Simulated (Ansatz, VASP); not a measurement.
Two plane-wave programs on MgS

```
Mg S
1.0
     4.29554    0.00000    0.00000
    -2.14777    3.72005    0.00000
     0.00000    0.00000    5.28509
Mg S
2 2
Direct
  0.33333 0.66667 0.25000
  0.66667 0.33333 0.75000
  0.66667 0.33333 0.25000
  0.33333 0.66667 0.75000
```

Alike in both runs: task single point; functional LDA; k mesh 6 × 6 × 4; no spin polarisation.

|  | VASP | Ansatz |
| --- | --- | --- |
| version | VASP 6.6.1 | Ansatz 0.2.0 |
| potentials or method | VASP PAW LDA potentials, release 64 (Mg, S) | plane waves, PAW |
| plane-wave cutoff (eV) | 600 | 420 |
| occupations | gaussian, width 0.01 eV | fixed |
| valence electrons in the cell | 16 | 32 |

|  | VASP | Ansatz | Ansatz less VASP |
| --- | --- | --- | --- |
| gap on the k mesh at the Fermi level (eV) | 2.73 | 2.72 | -0.009 |

LDA's correlation is that of Perdew and Zunger in VASP and of Perdew and Wang (1992) in Ansatz. VASP's potentials hold 16 valence electrons a cell and Ansatz's 32, so a difference there can come from the potentials and not from the codes.
